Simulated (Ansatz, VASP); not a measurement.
## BaZrBe3F12 in VASP and in Ansatz

Contents of INCAR:

```
SYSTEM = BaZrBe3F12
  ALGO = Normal
  EDIFF = 1E-6
  ENCUT = 520
  GGA = PE
  ISIF = 2
  ISMEAR = 0
  LASPH = .TRUE.
  LCHARG = .FALSE.
  LREAL = Auto
  LWAVE = .FALSE.
  NBANDS = 70
  NELM = 60
  PREC = Accurate
  SIGMA = 0.02
```

File KPOINTS:

```
k-points
0
G
  3 3 3
  0 0 0
```

Contents of POSCAR:

```
BaZrBe3F12
1.0
    7.3482660000     -0.1642790000      0.6880710000
   -0.1654490000      6.5319200000      0.1133290000
    0.6804280000      0.1193410000      6.2169190000
Zr F Ba Be
1 12 1 3
Direct
    0.7275410946      0.8666612294      0.9164402178
    0.4571487290      0.2162038014      0.5997857410
    0.6561800235      0.9013577480      0.6120558640
    0.4360236655      0.8001121916      0.9846861683
    0.0970198078      0.2790941361      0.0820706521
    0.0717421362      0.0640962556      0.4342703826
    0.6379933646      0.6440758741      0.1770583031
    0.7849057488      0.2118792235      0.3539777393
    0.7857629741      0.1614144935      0.8567556714
    0.9237418739      0.9252772891      0.1101775595
    0.5264917666      0.9796006194      0.2749425228
    0.2923950847      0.6490885063      0.4000242970
    0.8942270376      0.6677224682      0.7741030728
    0.1329565133      0.3601336591      0.6738757505
    0.9806093195      0.1215996977      0.2439762123
    0.4437541015      0.7495262273      0.2384962235
    0.6023592059      0.0924575205      0.4695673200
```

Input for Ansatz:

```yaml
crystal:
  lattice:
    - [7.348266, -0.164279, 0.688071]
    - [-0.165449, 6.53192, 0.113329]
    - [0.680428, 0.119341, 6.216919]
  atoms:
    - { symbol: Zr, position: [0.7275410946, 0.8666612294, 0.9164402178] }
    - { symbol: F, position: [0.457148729, 0.2162038014, 0.599785741] }
    - { symbol: F, position: [0.6561800235, 0.901357748, 0.612055864] }
    - { symbol: F, position: [0.4360236655, 0.8001121916, 0.9846861683] }
    - { symbol: F, position: [0.0970198078, 0.2790941361, 0.0820706521] }
    - { symbol: F, position: [0.0717421362, 0.0640962556, 0.4342703826] }
    - { symbol: F, position: [0.6379933646, 0.6440758741, 0.1770583031] }
    - { symbol: F, position: [0.7849057488, 0.2118792235, 0.3539777393] }
    - { symbol: F, position: [0.7857629741, 0.1614144935, 0.8567556714] }
    - { symbol: F, position: [0.9237418739, 0.9252772891, 0.1101775595] }
    - { symbol: F, position: [0.5264917666, 0.9796006194, 0.2749425228] }
    - { symbol: F, position: [0.2923950847, 0.6490885063, 0.400024297] }
    - { symbol: F, position: [0.8942270376, 0.6677224682, 0.7741030728] }
    - { symbol: Ba, position: [0.1329565133, 0.3601336591, 0.6738757505] }
    - { symbol: Be, position: [0.9806093195, 0.1215996977, 0.2439762123] }
    - { symbol: Be, position: [0.4437541015, 0.7495262273, 0.2384962235] }
    - { symbol: Be, position: [0.6023592059, 0.0924575205, 0.46956732] }
basis:
  ecutwfc: 420
kpoints:
  mp_grid: { grid: [3, 3, 3] }
hamiltonian:
  xc: pbe
scf:
  occupations: { method: gaussian, width: 0.02 }
  n_extra_bands: 8
output:
  forces: true
  stress: true
  eigenvalues: true
  populations: true
  dos:
    method: { smearing: { sigma: 0.1, scheme: gaussian } }
    projected: true
    de: 0.02
```

Alike in both runs: task single point; functional PBE; k mesh 3 × 3 × 3; occupations gaussian, width 0.02 eV; no spin polarisation.

```csv
,VASP,Ansatz
version,VASP 6.6.1,Ansatz 0.2.0
potentials or method,"VASP PAW PBE potentials, release 64 (Zr_sv, F, Ba_sv, Be), cutoff 520 eV","scalar-relativistic, plane waves, PAW"
valence electrons in the cell,112,112
```

```csv
,VASP,Ansatz,Ansatz less VASP
gap on the k mesh at the Fermi level (eV),5.75,5.78,+0.033
least direct gap on the mesh (eV),5.75,5.79,+0.033
rms of the force components (eV/Å),0.043,0.015,-0.0279
```

Atom by atom the forces differ by 0.038 eV/Å (rms over components).

Spin-orbit coupling is off throughout.
